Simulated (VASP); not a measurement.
La2GaP3, 12 atoms in the cell. The typed cell holds 12 atoms: a = 6.887 Å, b = 6.689 Å, c = 8.141 Å, α = 103.13°, β = 99.53°, γ = 53.02°. 

```yaml
Program: VASP 6.6.1
Task: single point
Functional: PBEsol
Potentials_or_basis: VASP PAW PBE potentials, release 64 (La, Ga_d, P)
Cutoff: 520 eV
k_mesh: 4 × 4 × 2
Occupations: fermi-dirac, width 0.05 eV
Spin: no spin polarisation
Dipole_correction: no
Further_INCAR_settings: ALGO = Normal; EDIFF = 1e-07; NBANDS = 62
```

Potentials or basis: VASP PAW PBE potentials, release 64 (La, Ga_d, P).

The run is started by

```sh
$ cat potpaw_PBE.64/La/POTCAR potpaw_PBE.64/Ga_d/POTCAR potpaw_PBE.64/P/POTCAR > POTCAR
$ mpirun -np 1 vasp_std > vasp.out
```

Hardware: 1 thread of Oxide Virtual Turin-like Processor (shared host).

Q: How long does it take, and how much memory?

A: Run time: 20 min on 1 thread of Oxide Virtual Turin-like Processor, on a shared host, peak memory 0.6 GiB. Counts: scf iterations 23, k points 20.
